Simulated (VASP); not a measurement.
Write the native input for VASP 6.6.1 that does the following.

```
Task                   : relaxation of cell and atoms
Functional             : PBEsol
Potentials or basis    : VASP PAW PBE potentials, release 64 (Sn_d)
Cutoff                 : 600 eV
k mesh                 : 11 × 11 × 11
Occupations            : methfessel-paxton, width 0.1 eV
Spin                   : no spin polarisation
Dipole correction      : no
Further INCAR settings : ALGO = Normal; EDIFF = 1e-06; IBRION = 2; EDIFFG = -0.005; NSW = 80; ISIF = 3
```

The structure of Sn lies in POSCAR:

```
Sn
1.0
    3.4060750000      0.0000000000      0.0000000000
   -0.1954335462      3.4004635911      0.0000000000
   -1.5549314988     -1.7478085993      2.4756211423
Sn
1
Direct
    0.0000000000      0.0000000000      0.0000000000
```

One way to write it, as run:

INCAR

```
ALGO     = Normal         # electronic algorithm
EDIFF    = 1E-6           # SCF threshold, eV
EDIFFG   = -0.005         # ionic threshold
ENCUT    = 600            # plane-wave cutoff, eV
GGA      = PS             # functional
IBRION   = 2              # ionic algorithm
ISIF     = 3              # what is computed and relaxed
ISMEAR   = 1              # smearing method
LASPH    = True           # aspherical terms in the spheres
LCHARG   = False          # write CHGCAR
LREAL    = False          # projectors in reciprocal space
LWAVE    = False          # write WAVECAR
NELM     = 100            # most SCF steps
NSW      = 80             # ionic steps
PREC     = Accurate       # precision mode
SIGMA    = 0.1            # smearing width, eV
```

KPOINTS

```
k-points
0
Gamma
  11 11 11
```

Potentials or basis: VASP PAW PBE potentials, release 64 (Sn_d).

Command:

```console
$ cat potpaw_PBE.64/Sn_d/POTCAR > POTCAR
$ mpirun -np 1 vasp_std > vasp.out
```

Results of the run:

- Relaxed volume: 26.59 Å³/atom
- Relaxed cell: a = 3.326 Å, b = 3.326 Å, c = 3.326 Å, α = 118.45°, β = 118.48°, γ = 92.67°
- Space group after relaxing (to 0.05 Å): I4/mmm (No. 139)
- Energy gained by relaxing: 27.9 meV/atom
- Ionic steps: 11
- Pressure after relaxing: 0.0 GPa
- Band gap on the k mesh: zero (band 7 reaches 16.06 eV, above the bottom of band 8 at 6.28 eV)

Caveat: the PAW data sets were made with another functional, which shifts forces and pressure a little; spin-orbit coupling is left out, which moves the levels of the heavy elements.

It took 2.6 min on 1 thread of Intel(R) Xeon(R) 6975P-C (Granite Rapids) (shared host), peak memory 0.23 GiB.
